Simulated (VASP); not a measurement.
Here is a VASP 6.6.1 calculation.

The input INCAR:

```
PREC     = Accurate       # precision mode
ENCUT    = 520            # plane-wave cutoff, eV
EDIFF    = 1E-7           # SCF threshold, eV
ISMEAR   = 0              # smearing method
SIGMA    = 0.1            # smearing width, eV
LREAL    = Auto         
LASPH    = True           # aspherical terms in the spheres
NELM     = 60             # most SCF steps
ALGO     = Fast           # electronic algorithm
ISIF     = 2              # what is computed and relaxed
LWAVE    = False          # write WAVECAR
LCHARG   = False          # write CHGCAR
GGA      = PE             # functional
NBANDS   = 106            # bands
```

The input KPOINTS:

```
regular mesh
0
Gamma
  6 6 6
```

The input POSCAR:

```
SiMo3
1.0
   -4.9054644292      4.9054644292      0.0000000000
    0.0000000000      4.9054644292     -4.9054644292
   -4.9054644292      0.0000000000     -4.9054644292
Si Mo
4 12
Direct
    0.7500000000      0.7500000000      0.7500000000
    0.2500000000      0.2500000000      0.2500000000
    0.5000000000      0.5000000000      0.5000000000
    0.0000000000      0.0000000000      1.0000000000
    0.8750000000      0.6250000000      0.1250000000
    0.3750000000      0.1250000000      0.6250000000
    0.1250000000      0.3750000000      0.8750000000
    0.6250000000      0.8750000000      0.3750000000
    0.6250000000      0.1250000000      0.8750000000
    0.1250000000      0.6250000000      0.3750000000
    0.3750000000      0.8750000000      0.1250000000
    0.8750000000      0.3750000000      0.6250000000
    0.8750000000      0.1250000000      0.3750000000
    0.3750000000      0.6250000000      0.8750000000
    0.6250000000      0.3750000000      0.1250000000
    0.1250000000      0.8750000000      0.6250000000
```

Potentials or basis: VASP PAW PBE potentials, release 64 (Si, Mo_sv).

Command:

```sh
$ cat potpaw_PBE.64/Si/POTCAR potpaw_PBE.64/Mo_sv/POTCAR > POTCAR
$ mpirun -np 1 vasp_std > vasp.out
```

Q: What does it give for the pressure?

A: 0.4 GPa.

Q: What does it give for the band gap on the k mesh?

A: Zero (bands 92 and 93 overlap by 0.31 eV).
